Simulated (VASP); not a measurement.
Here is a VASP 6.6.1 calculation.

Contents of INCAR:

```
PREC = Accurate
ENCUT = 520
EDIFF = 1E-6
ISMEAR = 0
SIGMA = 0.1
LREAL = False
LASPH = True
NELM = 80
ALGO = Normal
ISIF = 2
LWAVE = False
LCHARG = False
GGA = PE
NBANDS = 12
```

KPOINTS

```
Automatic mesh
0
Gamma
  24 24 24
```

File POSCAR:

```
SiCl
1.0
    1.6006353831      0.9241272693      4.3321927645
   -1.6006353831      0.9241272693      4.3321927645
    0.0000000000     -1.8482545386      4.3321927645
Si Cl
1 1
Direct
    0.0000000000      0.0000000000      0.0000000000
    0.5000000000      0.5000000000      0.5000000000
```

Potentials or basis: VASP PAW PBE potentials, release 64 (Si, Cl).

Run with:

```console
$ cat potpaw_PBE.64/Si/POTCAR potpaw_PBE.64/Cl/POTCAR > POTCAR
$ mpirun -np 1 vasp_std > vasp.out
```

(1) What does it give for the pressure?

(2) Estimate the band gap on the k mesh.

Answers

(1) 0.0 GPa.

(2) zero (an odd number of electrons rules out a gap without spin polarisation).

Caveat: an odd number of electrons without spin polarisation forces a metal; a magnetic or distorted state may lie lower.
